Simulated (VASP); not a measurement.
Crystal: Al.

```
Al
1.0
     2.81246    0.00000    0.00000
    -1.40623    2.43566    0.00000
     0.00000    0.00000    4.86685
Al
2
Direct
  0.33333 0.66667 0.25000
  0.66667 0.33333 0.75000
```

- Program: VASP 6.6.1
- Task: relaxation of cell and atoms
- Functional: PBE
- Dispersion: D4
- Potentials or basis: VASP PAW PBE potentials, release 64 (Al)
- Cutoff: 600 eV
- k mesh: 11 × 11 × 6
- Occupations: fermi-dirac, width 0.05 eV
- Spin: no spin polarisation

At the start: pressure -3.0 GPa; volume 16.67 Å³/atom.

Problem. Where does the relaxation end?

Solution. Over 7 steps the energy falls by 17.0 meV/atom and the volume is 15.96 Å³/atom (-4.3 %); space group P6_3/mmc (No. 194, to 0.05 Å).

The path:
| step | energy change (eV) | largest force (eV/Å) | pressure (GPa) | volume (Å³) |
| --- | --- | --- | --- | --- |
| 1 | 0.0000 | 0.0000 | -3.02 | 33.34 |
| 2 | -0.0267 | 0.0000 | 0.30 | 31.84 |
| 3 | -0.0280 | 0.0000 | 1.45 | 31.41 |
| 4 | -0.0310 | 0.0000 | 1.11 | 31.52 |
| 5 | -0.0324 | 0.0000 | 1.19 | 31.48 |
| 6 | -0.0339 | 0.0000 | -0.24 | 32.01 |
| 7 | -0.0340 | 0.0000 | 0.00 | 31.91 |

Final structure:
```
CELL_PARAMETERS angstrom
2.81430 0.00000 0.00000
-1.40715 2.43725 0.00000
0.00000 0.00000 4.65289
ATOMIC_POSITIONS crystal
Al 0.33333 0.66667 0.25000
Al 0.66667 0.33333 0.75000
```

Caveat: pairwise dispersion overbinds metals, which lowers pressure and volume.
